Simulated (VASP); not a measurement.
Set up this calculation in VASP 6.6.1, as the native input.

```yaml
Task: single point
Functional: PBE
Potentials_or_basis: VASP PAW PBE potentials, release 64 (Na_pv, Cl)
Cutoff: 520 eV
k_mesh: 8 × 8 × 8
Occupations: gaussian, width 0.05 eV
Spin: no spin polarisation
Dipole_correction: no
Further_INCAR_settings: ALGO = Normal; EDIFF = 1e-06; NBANDS = 14
```

The structure of NaCl lies in POSCAR:

```
NaCl
1.0
    0.0000000000      3.0582900000      2.7184800000
    3.0582900000      0.0000000000      2.7184800000
    3.0582900000      3.0582900000      0.0000000000
Na Cl
1 1
Direct
    0.0000000000      0.0000000000      0.0000000000
    0.5000000000      0.5000000000      0.5000000000
```

This cell differs from its parent crystal: strain +0.080 along x and y, -0.040 along z.

One way to write it, as run:

INCAR

```
PREC = Accurate
ENCUT = 520
EDIFF = 1E-6
ISMEAR = 0
SIGMA = 0.05
LREAL = F
LASPH = T
NELM = 80
ALGO = Normal
ISIF = 2
LWAVE = F
LCHARG = F
GGA = PE
NBANDS = 14
```

KPOINTS

```
Automatic mesh
0
Gamma
  8 8 8
```

Potentials or basis: VASP PAW PBE potentials, release 64 (Na_pv, Cl).

Launch:

```sh
$ cat potpaw_PBE.64/Na_pv/POTCAR potpaw_PBE.64/Cl/POTCAR > POTCAR
$ mpirun -np 1 vasp_std > vasp.out
```

It gave:

| Quantity | Value |
| --- | --- |
| Pressure | -1.2 GPa |
| Band gap on the k mesh | 4.65 eV |

Caveat: the cell differs from its parent crystal (strain +0.080 along x and y, -0.040 along z).

Run time: 36 s on 1 thread of Intel Xeon 8259CL, on a shared host, peak memory 0.19 GiB.
